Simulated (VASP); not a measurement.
# GaSb3: single point with PBEsol

GaSb3:

```
Ga Sb
1.0
    -0.04868    3.64667    3.78050
     3.59799    0.00000    3.73182
     3.64667    3.64667   -0.04868
Ga Sb
1 3
Direct
  0.00000 0.00000 0.00000
  0.25000 0.25000 0.25000
  0.75000 0.75000 0.75000
  0.50000 0.50000 0.50000
```

This cell differs from its parent crystal: engineering shear strain xz -0.0267, normal strain along z +0.0367.

```yaml
Program: VASP 6.6.1
Task: single point
Functional: PBEsol
Potentials_or_basis: VASP PAW PBE potentials, release 64 (Ga_d, Sb)
Cutoff: 520 eV
k_mesh: 10 × 10 × 10
Occupations: gaussian, width 0.15 eV
Spin: no spin polarisation
```

The pressure is -1.9 GPa, the largest force is 0.044 eV/Å and the band gap on the k mesh is zero (band 14 reaches 9.32 eV, above the bottom of band 15 at 5.26 eV).

Forces in eV/Å, atoms in the order of the input:
```
Ga   0.000  0.000  0.000
Sb   0.000 -0.044  0.000
Sb   0.000  0.044  0.000
Sb   0.000  0.000  0.000
```

Stress tensor (GPa, compression positive):
```
-1.54  0.00  0.88
 0.00 -1.51  0.00
 0.88  0.00 -2.75
```

Levels at points of the mesh, in eV from the Fermi level:
| k point | band 12 | band 13 | band 14 | band 15 | band 16 | band 17 |
| --- | --- | --- | --- | --- | --- | --- |
| (0.00, 0.00, 0.00) | -2.58 | -2.47 | -2.42 | -2.41 | -0.93 | -0.58 |
| (0.50, 0.00, 0.00) | -2.73 | -2.60 | -0.29 | 0.04 | 1.88 | 2.34 |
| (0.00, 0.50, 0.00) | -2.76 | -2.66 | -0.31 | 0.03 | 2.06 | 2.33 |
| (0.50, 0.50, 0.00) | 0.87 | 1.11 | 1.21 | 1.46 | 1.84 | 2.05 |
| (0.50, 0.00, 0.50) | 0.64 | 0.77 | 0.94 | 1.40 | 1.63 | 2.26 |
| (0.00, 0.50, 0.50) | 0.61 | 0.66 | 1.06 | 1.38 | 1.67 | 2.19 |

Wall time 5.2 min on 1 thread of AMD EPYC 9R45 96-Core Processor (Zen 5), with other jobs on the host, peak memory 0.65 GiB.

Caveat: the cell differs from its parent crystal (engineering shear strain xz -0.0267, normal strain along z +0.0367); the PAW data sets were made with another functional, which shifts forces and pressure a little; spin-orbit coupling is left out, which moves the levels of the heavy elements.
